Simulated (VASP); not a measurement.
A run of VASP 6.6.1 is set up as follows.

File INCAR:

```
SYSTEM = Sc
  PREC = Accurate
  ENCUT = 520
  EDIFF = 1E-6
  ISMEAR = 0
  SIGMA = 0.05
  LREAL = .FALSE.
  LASPH = .TRUE.
  NELM = 60
  ALGO = Normal
  ISIF = 2
  LWAVE = .FALSE.
  LCHARG = .FALSE.
  NBANDS = 18
```

Contents of KPOINTS:

```
regular mesh
0
G
  9 9 5
  0 0 0
```

The input POSCAR:

```
Sc
1.0
    3.3525444672      0.0000000000      0.0000000000
   -1.6762722336      2.9033886759      0.0000000000
    0.0000000000      0.0000000000      5.3426934842
Sc
2
Direct
    0.6666666667      0.3333333333      0.7500000000
    0.3333333333      0.6666666667      0.2500000000
```

Potentials or basis: VASP PAW LDA potentials, release 64 (Sc_sv).

Command:

```sh
$ cat potpaw_LDA.64/Sc_sv/POTCAR > POTCAR
$ mpirun -np 1 vasp_std > vasp.out
```

(1) Predict the pressure.

(2) What does it give for the band gap on the k mesh?

## Answers

(1) -6.9 GPa.

(2) zero (band 11 reaches 3.79 eV, above the bottom of band 12 at 2.74 eV).
